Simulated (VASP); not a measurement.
# GaAs (F-43m) in VASP: further runs, part 2 of 2

VASP 6.6.1. Earlier steps stand in the parts before.

**4. Single point, PBE**

This run uses another cell than the first one, of 22.59 Å³/atom, 0.988 times its volume.

The input, INCAR:

```
  PREC = Accurate
  ENCUT = 520
  EDIFF = 1E-6
  ISMEAR = -1
  SIGMA = 0.05
  LREAL = F
  LASPH = T
  NELM = 100
  ALGO = Normal
  ISIF = 2
  LWAVE = F
  LCHARG = F
  GGA = PE
  NBANDS = 16
```

The input, KPOINTS:

```
Automatic mesh
0
Gamma
  6 6 6
```

The input, POSCAR:

```
GaAs
1.0
    0.0000000000      2.8268500000      2.8268500000
    2.8268500000      0.0000000000      2.8268500000
    2.8268500000      2.8268500000      0.0000000000
As Ga
1 1
Direct
    0.7500000000      0.7500000000      0.7500000000
    0.0000000000      0.0000000000      0.0000000000
```

Potentials or basis: VASP PAW PBE potentials, release 64 (As, Ga_d).

Run with:

```bash
$ cat potpaw_PBE.64/As/POTCAR potpaw_PBE.64/Ga_d/POTCAR > POTCAR
$ mpirun -np 1 vasp_std > vasp.out
```

OUTCAR:

```text
PREC = Accurate
   ENCUT = 520
   EDIFF = 1E-6
   ISMEAR = -1
   LREAL = F
   LASPH = T
   NELM = 100
   ISIF = 2
   GGA = PE

 ion  position               nearest neighbor table
   1  0.750  0.750  0.750-   2 2.45   2 2.45   2 2.45   2 2.45
   2  0.000  0.000  0.000-   1 2.45   1 2.45   1 2.45   1 2.45

  LATTYP: Found a face centered cubic cell.
 ALAT       =     5.6537000000

  Lattice vectors:

 A1 = (   0.0000000000,   2.8268500000,   2.8268500000)
 A2 = (   2.8268500000,   0.0000000000,   2.8268500000)
 A3 = (   2.8268500000,   2.8268500000,   0.0000000000)

Analysis of symmetry for initial positions (statically):
=====================================================================
 Subroutine PRICEL returns:
 Original cell was already a primitive cell.

 Routine SETGRP: Setting up the symmetry group for a
 face centered cubic supercell.

 Subroutine GETGRP returns: Found 24 space group operations
 (whereof 24 operations were pure point group operations)
 out of a pool of 48 trial point group operations.

The static configuration has the point symmetry T_d .

Analysis of symmetry for dynamics (positions and initial velocities):
=====================================================================
 Subroutine PRICEL returns:
 Original cell was already a primitive cell.

 Routine SETGRP: Setting up the symmetry group for a
 face centered cubic supercell.

 Subroutine GETGRP returns: Found 24 space group operations
 (whereof 24 operations were pure point group operations)
 out of a pool of 48 trial point group operations.

The dynamic configuration has the point symmetry T_d .

 Subroutine INISYM returns: Found 24 space group operations
 (whereof 24 operations are pure point group operations),
 and found     1 'primitive' translations

----------------------------------------------------------------------------------------

                                     Primitive cell

  volume of cell :      45.1792

  direct lattice vectors                    reciprocal lattice vectors
     0.000000000  2.826850000  2.826850000    -0.176875321  0.176875321  0.176875321
     2.826850000  0.000000000  2.826850000     0.176875321 -0.176875321  0.176875321
     2.826850000  2.826850000  0.000000000     0.176875321  0.176875321 -0.176875321

  length of vectors
     3.997769609  3.997769609  3.997769609     0.306357042  0.306357042  0.306357042

  position of ions in fractional coordinates (direct lattice)
     0.750000000  0.750000000  0.750000000
     0.000000000  0.000000000  0.000000000

  ion indices of the primitive-cell ions
   primitive index   ion index
                 1           1
                 2           2

----------------------------------------------------------------------------------------

 KPOINTS: Automatic mesh

Automatic generation of k-mesh.
 Grid dimensions read from file:
 generate k-points for:    6    6    6

 Generating k-lattice:

  Cartesian coordinates                     Fractional coordinates (reciprocal lattice)
    -0.029479220  0.029479220  0.029479220     0.166666667  0.000000000  0.000000000
     0.029479220 -0.029479220  0.029479220     0.000000000  0.166666667  0.000000000
     0.029479220  0.029479220 -0.029479220     0.000000000  0.000000000  0.166666667

  Length of vectors
     0.051059507  0.051059507  0.051059507

  Shift w.r.t. Gamma in fractional coordinates (k-lattice)
     0.000000000  0.000000000  0.000000000

 Subroutine IBZKPT returns following result:
 ===========================================

 Found     16 irreducible k-points:

 Following reciprocal coordinates:
            Coordinates               Weight
  0.000000  0.000000  0.000000      1.000000
  0.166667  0.000000  0.000000      8.000000
  0.333333  0.000000  0.000000      8.000000
  0.500000  0.000000  0.000000      4.000000
  0.166667  0.166667  0.000000      6.000000
  0.333333  0.166667  0.000000     24.000000
[... 8 lines left out ...]
 -0.333333  0.333333  0.166667     24.000000
 -0.333333  0.500000  0.166667     12.000000
   k-points           NKPTS =     16   k-points in BZ     NKDIM =     16   number of bands    NBANDS=     16
   number of dos      NEDOS =    301   number of ions     NIONS =      2
   total plane-waves  NPLWV =  27000
   dimension x,y,z NGX =    30 NGY =   30 NGZ =   30
   dimension x,y,z NGXF=    60 NGYF=   60 NGZF=   60
   ions per type =               1   1
   NGX,Y,Z   is equivalent  to a cutoff of  12.48, 12.48, 12.48 a.u.
   NGXF,Y,Z  is equivalent  to a cutoff of  24.95, 24.95, 24.95 a.u.
 SYSTEM =  unknown system
   PREC   = accura    normal or accurate (medium, high low for compatibility)
   ISTART =      0    job   : 0-new  1-cont  2-samecut
   ICHARG =      2    charge: 1-file 2-atom 10-const
   ISPIN  =      1    spin polarized calculation?
   LNONCOLLINEAR =      F non collinear calculations
   LSORBIT =      F    spin-orbit coupling
   LASPH  =      T    aspherical Exc in radial PAW
   ENCUT  =  520.0 eV  38.22 Ry    6.18 a.u.   7.43  7.43  7.43*2*pi/ulx,y,z
   NELM   =    100;   NELMIN=  2; NELMDL= -5     # of ELM steps
   EDIFF  = 0.1E-05   stopping-criterion for ELM
   LREAL  =      F    real-space projection
   EDIFFG = 0.1E-04   stopping-criterion for IOM
   NSW    =      0    number of steps for IOM
   IBRION =     -1    ionic relax: 0-MD 1-quasi-New 2-CG
   NFREE  =      0    steps in history (QN), initial steepest desc. (CG)
   ISIF   =      2    stress and relaxation
   ISYM   =      2    0-nonsym 1-usesym 2-fastsym
   POTIM  = 0.5000    time-step for ionic-motion
   TEBEG  =    0.0;   TEEND  =   0.0 temperature during run
   PSTRESS=    0.0 pullay stress
   NELECT =      18.0000    total number of electrons
   NUPDOWN=      -1.0000    fix difference up-down
   EMIN   =  10.00;   EMAX   =-10.00  energy-range for DOS
   EFERMI =   0.00;   METHOD = LEGACY
   ISMEAR =    -1;   SIGMA  =   0.05  broadening in eV -4-tet -1-fermi 0-gaus
   EFERMI_NEDOS =   21; number of points for ismear=-14 and -15
   IALGO  =     38    algorithm
   IMIX   =      4    mixing-type and parameters
     AMIX     =   0.40;   BMIX     =  1.00
     AMIX_MAG =   1.60;   BMIX_MAG =  1.00
  volume/ion in A,a.u.               =      22.59       152.44
  Fermi-wavevector in a.u.,A,eV,Ry     =   1.204628  2.276417 19.743799  1.451128
  Thomas-Fermi vector in A             =   2.340347
   LORBIT       =      0    0 simple, 1 ext, 2 COOP (PROOUT), +10 PAW based schemes
   GGA     = PE    functional components
   LHFCALC =     F    Hartree Fock is set to
   AEXX    =    0.0000 exact exchange contribution
   IVDW    =     0    specifies the selected vdW correction
   LEPSILON=     F    determine dielectric tensor
   LRPA    =     F    only Hartree local field effects (RPA)
 non-spin polarized calculation
  energy-cutoff  :      520.00
  volume of cell :       45.18
 maximum number of plane-waves:      1243
 NGX is ok and might be reduce to    30
   NGX = 15   NGY = 15   NGZ = 15

 number of electron      17.9999995 magnetization

 Free energy of the ion-electron system (eV)
  ---------------------------------------------------
  ext. energy  EPLUGINS =         0.00000000
  ---------------------------------------------------
  free energy    TOTEN  =        -8.22701685 eV

  energy without entropy =       -8.22696119  energy(sigma->0) =       -8.22698902

 E-fermi :   4.2271     XC(G=0):  -9.5835

 val. band max:        3.9404279567   @ k =   0.0000   0.0000   0.0000
 cond. band min:       4.4583876608   @ k =   0.0000   0.0000   0.0000
 fundamental gap:      0.5179597041
 Fermi energy:         4.2270962288

 k-point     1 :       0.0000    0.0000    0.0000
  band No.  band energies     occupation
      1     -10.8783      2.00000
      2     -10.8783      2.00000
      3     -10.8783      2.00000
      4     -10.7994      2.00000
      5     -10.7994      2.00000
      6      -8.7856      2.00000
[... 8 lines left out ...]
     15      14.0578      0.00000
     16      14.0578      0.00000
[... 267 lines left out ...]
 k-point    16 :      -0.3333    0.5000    0.1667
  band No.  band energies     occupation
      1     -10.9795      2.00000
      2     -10.8426      2.00000
      3     -10.8333      2.00000
      4     -10.8142      2.00000
      5     -10.7923      2.00000
      6      -6.2351      2.00000
[... 8 lines left out ...]
     15      16.1479      0.00000
     16      17.2725      0.00000

------------------------ aborting loop because EDIFF is reached ----------------------------------------

  FORCE on cell =-STRESS in cart. coord.  units (eV):
  Direction    XX          YY          ZZ          XY          YZ          ZX
  --------------------------------------------------------------------------------------
  -------------------------------------------------------------------------------------
  Total        0.9688730      0.9688730      0.9688730     -0.0000000      0.0000000      0.0000000
  in kB       34.3588929     34.3588929     34.3588929     -0.0000000      0.0000000      0.0000000
  external PRESSURE =      34.3588929 kB  Pullay stress =       0.0000000 kB

 VOLUME and BASIS-vectors are now :
 -----------------------------------------------------------------------------
  energy-cutoff  :      520.00
  volume of cell :       45.18
      direct lattice vectors                 reciprocal lattice vectors
     0.000000000  2.826850000  2.826850000    -0.176875321  0.176875321  0.176875321
     2.826850000  0.000000000  2.826850000     0.176875321 -0.176875321  0.176875321
     2.826850000  2.826850000  0.000000000     0.176875321  0.176875321 -0.176875321

 POSITION                                       TOTAL-FORCE (eV/Angst)
 -----------------------------------------------------------------------------------
      4.24027      4.24027      4.24027         0.000000      0.000000     -0.000000
      0.00000      0.00000      0.00000        -0.000000     -0.000000      0.000000
 -----------------------------------------------------------------------------------
    total drift:                               -0.000002     -0.000002     -0.000002

  FREE ENERGIE OF THE ION-ELECTRON SYSTEM (eV)
  ---------------------------------------------------
  free  energy   TOTEN  =        -8.2270168498 eV

  energy  without entropy=       -8.2269611928  energy(sigma->0) =       -8.22698902
```

It took 18 s on 1 thread of Intel Xeon 8259CL, shared host; peak memory 0.17 GiB.

Results:

```
Free energy            : -8.2270 eV
Pressure               : 3.4 GPa
Band gap on the k mesh : 0.52 eV, direct
```

A k mesh can miss the band edges. A hybrid or GW would open this gap; PBE tends to underestimate it.

**5. Summary**

```csv
task,level,cell,k mesh,cutoff (eV),gap on the mesh (eV),pressure (GPa)
single point,BLYP+D4,"a = 4.014 Å, angles 60.0°, 2 atoms",8 × 8 × 8,520,0.30,0.3
relaxation of cell and atoms,BLYP+D4,"relaxed from a = 3.998 Å, angles 60.0°, 2 atoms",8 × 8 × 8,600,0.27,0.0
single point,PBE,"a = 3.998 Å, angles 60.0°, 2 atoms",6 × 6 × 6,520,0.52,3.4
```

Alike in all rows: potentials or basis VASP PAW PBE potentials, release 64 (As, Ga_d); no spin polarisation; smearing fermi-dirac 0.05 eV.

Caveats: the PAW data sets were made with another functional, which shifts forces and pressure a little (some runs).

Absolute energies hang on the potentials; compare differences alone.

**6. Against experiment**

Step 2. Measured gap of GaAs: 1.418 eV (direct; 300 K; “Evidence of valence band perturbations in GaAsN/GaAs(001): A combined variable-angle spectroscopic ellipsometry and modulated photoreflectance investigation”, 2008, arxiv:0805.2212). This calculation gives 0.30 eV (-1.11 eV). So large a miss can be the level of theory's own, or it may mean another phase, state or a wrong row. 3 values of this kind are on record (1.412 to 1.51 eV); this one was drawn at random among those near their median, those with a stated uncertainty first. Spin-orbit coupling on As, Ga is left out. The value is that of BLYP+D4, without temperature or zero-point motion. Semilocal functionals fall short of measured gaps as a rule.
